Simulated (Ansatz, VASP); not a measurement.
## One calculation of HfO2, two programs

File INCAR:

```
SYSTEM = HfO2
PREC = Accurate
ENCUT = 520
EDIFF = 1E-6
ISMEAR = 0
SIGMA = 0.05
LREAL = .False.
LASPH = .True.
NELM = 80
ALGO = Normal
ISIF = 2
LWAVE = .False.
LCHARG = .True.
GGA = PE
LELF = .True.
LVHAR = .True.
NBANDS = 31
```

KPOINTS

```
regular mesh
0
Gamma
  6 6 4
  0 0 0
```

Contents of POSCAR:

```
HfO2
1.0
    3.6043047840      0.0000000000      0.0000000000
    0.0000000000      3.6043047840      0.0000000000
    0.0000000000      0.0000000000      5.2639672632
Hf O
2 4
Direct
    0.5000000000      0.5000000000      0.5000000000
    0.0000000000      0.0000000000      0.0000000000
   -0.0289932998      0.5000000000      0.6820460629
    0.5000000000      0.0000000000      0.8067479052
    0.5000000000      0.0000000000      0.3067479052
    0.0000000000      0.5000000000      0.1932520948
```

Input for Ansatz:

```yaml
crystal:
  lattice:
    - [3.604304784, 0.0, 0.0]
    - [0.0, 3.604304784, 0.0]
    - [0.0, 0.0, 5.2639672632]
  atoms:
    - { symbol: Hf, position: [0.5, 0.5, 0.5] }
    - { symbol: Hf, position: [0.0, 0.0, 0.0] }
    - { symbol: O, position: [-0.0289932998, 0.5, 0.6820460629] }
    - { symbol: O, position: [0.5, 0.0, 0.8067479052] }
    - { symbol: O, position: [0.5, 0.0, 0.3067479052] }
    - { symbol: O, position: [0.0, 0.5, 0.1932520948] }
basis:
  ecutwfc: 420
kpoints:
  mp_grid: { grid: [6, 6, 4] }
hamiltonian:
  xc: pbe
scf:
  occupations: { method: gaussian, width: 0.05 }
output:
  forces: true
  stress: true
  eigenvalues: true
```

Alike in both runs: task single point; functional PBE; k mesh 6 × 6 × 4; occupations gaussian, width 0.05 eV; no spin polarisation.

```csv
,VASP,Ansatz
version,VASP 6.6.1,Ansatz 0.2.0
potentials or method,"VASP PAW PBE potentials, release 64 (Hf_pv, O), cutoff 520 eV","scalar-relativistic, plane waves, PAW"
valence electrons in the cell,44,76
```

VASP gave:

| Property | Result |
| --- | --- |
| gap on the k mesh at the Fermi level (eV) | 4.66 |
| least direct gap on the mesh (eV) | 4.73 |
| pressure (GPa) | -1.3 |
| traceless stress, the component that is largest in VASP (GPa) | 2.49 |
| rms of the force components (eV/Å) | 0.675 |

Q: Which values does Ansatz return?

A: gap on the k mesh at the Fermi level (eV): 4.69; least direct gap on the mesh (eV): 4.75; pressure (GPa): 1.8; traceless stress, the component that is largest in VASP (GPa): 2.59; rms of the force components (eV/Å): 0.682.

Atom by atom the forces differ by 0.025 eV/Å (rms over components). VASP's potentials hold 44 valence electrons a cell and Ansatz's 76, so a difference there can come from the potentials and not from the codes.

Spin-orbit coupling is off throughout.
